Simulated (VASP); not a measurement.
Set up this calculation in VASP 6.6.1, as the native input.

```yaml
Task: single point
Functional: PBE
Potentials_or_basis: VASP PAW PBE potentials, release 64 (Cd, Se, S)
Cutoff: 520 eV
k_mesh: 4 × 4 × 4
Occupations: gaussian, width 0.1 eV
Spin: no spin polarisation
Dipole_correction: no
Further_INCAR_settings: ALGO = Normal; EDIFF = 1e-06; NBANDS = 30
```

The structure of CdSeS4 lies in POSCAR:

```
CdSeS4
1.0
    0.0000000000      4.1833038800      4.1833038800
    4.1833038800      0.0000000000      4.1833038800
    4.1833038800      4.1833038800      0.0000000000
Cd Se S
1 1 4
Direct
    0.7500000000      0.7500000000      0.7500000000
    0.0000000000      0.0000000000      0.0000000000
    0.8750647300      0.3749784200      0.3749784200
    0.3749784200      0.3749784200      0.3749784200
    0.3749784200      0.8750647300      0.3749784200
    0.3749784200      0.3749784200      0.8750647300
```

The input as run:

INCAR

```
  PREC = Accurate
  ENCUT = 520
  EDIFF = 1E-6
  ISMEAR = 0
  SIGMA = 0.1
  LREAL = False
  LASPH = True
  NELM = 100
  ALGO = Normal
  ISIF = 2
  LWAVE = False
  LCHARG = False
  GGA = PE
  NBANDS = 30
```

KPOINTS

```
Automatic mesh
0
Gamma
  4 4 4
```

Potentials or basis: VASP PAW PBE potentials, release 64 (Cd, Se, S).

Launch:

```bash
$ cat potpaw_PBE.64/Cd/POTCAR potpaw_PBE.64/Se/POTCAR potpaw_PBE.64/S/POTCAR > POTCAR
$ mpirun -np 1 vasp_std > vasp.out
```

Results of the run:

```yaml
Pressure: -8.8 GPa
Largest_force: 0.067 eV/Å
Band_gap_on_the_k_mesh: zero (band 21 reaches 3.28 eV, above the bottom of band 22 at 2.61 eV)
```

Wall time 32 s on 1 thread of AMD EPYC 9R45 96-Core Processor (Zen 5) (shared host), peak memory 0.29 GiB.
